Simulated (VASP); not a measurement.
# Si3AsF: single point with PBE

Crystal: Si3AsF.

```
CELL_PARAMETERS angstrom
4.13603 0.00000 0.00000
-2.06801 3.58191 0.00000
0.00000 0.00000 4.96407
ATOMIC_POSITIONS crystal
Si 0.66667 0.33333 0.24892
Si 0.66667 0.33333 0.75108
Si 0.00000 0.00000 0.00000
As 0.00000 0.00000 0.50000
F 0.33333 0.66667 0.00000
```

```
Program                : VASP 6.6.1
Task                   : single point
Functional             : PBE
Potentials or basis    : VASP PAW PBE potentials, release 64 (Si, As, F)
Cutoff                 : 520 eV
k mesh                 : 6 × 6 × 4
Occupations            : gaussian, width 0.1 eV
Spin                   : no spin polarisation
Dipole correction      : no
Further INCAR settings : ALGO = Normal; EDIFF = 1e-07; NBANDS = 20
```

- Pressure: 11.2 GPa
- Largest force: 0.409 eV/Å
- Band gap on the k mesh: zero (band 12 reaches 9.28 eV, above the bottom of band 13 at 6.92 eV)

Forces in eV/Å, atoms in the order of the input:
```
Si   0.000  0.000 -0.409
Si   0.000  0.000  0.409
Si   0.000  0.000  0.000
As   0.000  0.000  0.000
F    0.000  0.000  0.000
```

Stress tensor (GPa, compression positive):
```
10.77  0.00  0.00
 0.00 10.77  0.00
 0.00  0.00 12.03
```

Levels at points of the mesh, in eV from the Fermi level:
```
           k point  band 9  band 10  band 11  band 12  band 13  band 14  band 15  band 16
(0.00, 0.00, 0.00)   -4.19    -4.19     0.17     0.60     0.60     0.71     1.86     1.86
(0.50, 0.00, 0.00)   -3.75    -3.29    -3.03    -1.86     0.75     1.31     3.84     4.25
(0.00, 0.00, 0.50)   -3.15    -3.15    -2.35    -2.35    -0.58    -0.23     1.40     1.40
(0.50, 0.00, 0.50)   -4.16    -1.06    -0.85     0.39     0.52     1.27     2.48     2.64
```

Run time: 14 s on 1 thread of Intel(R) Xeon(R) 6975P-C (Granite Rapids), with other jobs on the host, peak memory 0.19 GiB.
